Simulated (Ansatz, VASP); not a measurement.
## Eu in VASP and in Ansatz

```xyz
1
Lattice="0.0000 2.5916 2.5916 2.5916 0.0000 2.5916 2.5916 2.5916 0.0000" Properties=species:S:1:pos:R:3 pbc="T T T"
Eu    0.0000    0.0000    0.0000
```

Alike in both runs: task single point; functional LDA; k mesh 14 × 14 × 14; occupations fermi-dirac, width 0.05 eV; collinear spin.

|  | VASP | Ansatz |
| --- | --- | --- |
| version | VASP 6.6.1 | Ansatz 0.2.0 |
| potentials or method | VASP PAW PBE potentials, release 64 (Eu), cutoff 520 eV | plane waves (420 eV) with PAW, scalar-relativistic |
| valence electrons in the cell | 17 | 17 |

```tsv
	VASP	Ansatz	Ansatz less VASP
net moment per atom (μB)	7.36	7.41	+0.049
size of the moment on the site where the two differ most (μB)	6.72	7.10	+0.381
```

VASP's potentials were made for PBE, not for LDA, and Ansatz warns of the same on its side. LDA's correlation is that of Perdew and Zunger in VASP and of Perdew and Wang (1992) in Ansatz. Site moments also hang on the region over which each program counts them. Ansatz's warnings: given moment on shells.

Spin-orbit coupling is off throughout.
